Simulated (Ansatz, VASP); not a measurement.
**Two plane-wave programs on C**

```
C
1.0
     4.51199    0.00000    0.00000
     0.00000    4.51199    0.00000
     0.00000    0.00000    4.51199
C
12
Cartesian
  4.1343 1.5174 3.8603
  2.9945 0.6516 4.1343
  3.8603 0.3777 2.9945
  1.5174 3.8603 4.1343
  1.5174 0.6516 0.3777
  0.3777 2.9945 3.8603
  3.8603 4.1343 1.5174
  0.3777 1.5174 0.6516
  0.6516 4.1343 2.9945
  2.9945 3.8603 0.3777
  0.6516 0.3777 1.5174
  4.1343 2.9945 0.6516
```

Alike in both runs: task relaxation of cell and atoms; functional PBE; k mesh 4 × 4 × 4; occupations gaussian, width 0.1 eV; no spin polarisation.

|  | VASP | Ansatz |
| --- | --- | --- |
| version | VASP 6.6.1 | Ansatz 0.2.0 |
| potentials or method | VASP PAW PBE potentials, release 64 (C), cutoff 600 eV | scalar-relativistic, plane waves, PAW |
| valence electrons in the cell | 48 | 48 |

|  | VASP | Ansatz | Ansatz less VASP |
| --- | --- | --- | --- |
| gap on the k mesh at the Fermi level, each at its own relaxed structure (eV) | none | none | - |
| relaxed volume (Å³/atom) | 7.35 | 7.36 | +0.012 |
| relaxed cell length with the largest relative difference (Å) | 4.450 | 4.453 | +0.0024 |

A gap of «none» marks a metal or a gap that the smearing closes.
